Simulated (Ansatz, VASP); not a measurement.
# Si2C in VASP and in Ansatz

```
C Si
1.0
     3.23231    0.00000    0.00000
    -1.61616    2.79926    0.00000
     0.00000    0.00000    8.56318
C Si
2 4
Direct
  0.33333 0.66667 0.70778
  0.66667 0.33333 0.29222
  0.00000 0.00000 0.36163
  0.66667 0.33333 0.07086
  0.00000 0.00000 0.63837
  0.33333 0.66667 0.92914
```

Alike in both runs: task single point; functional PBE; k mesh 12 × 12 × 4; occupations fermi-dirac, width 0.02 eV; no spin polarisation.

|  | VASP | Ansatz |
| --- | --- | --- |
| version | VASP 6.6.1 | Ansatz 0.2.0 |
| potentials or method | VASP PAW PBE potentials, release 64 (C, Si) | plane waves, PAW |
| plane-wave cutoff (eV) | 520 | 420 |
| valence electrons in the cell | 24 | 24 |

```csv
,VASP,Ansatz,Ansatz less VASP
pressure (GPa),2.1,2.2,+0.07
rms of the force components (eV/Å),0.078,0.084,+0.0066
```

With one functional, cell and mesh, what is left measures potentials, basis and numerics.
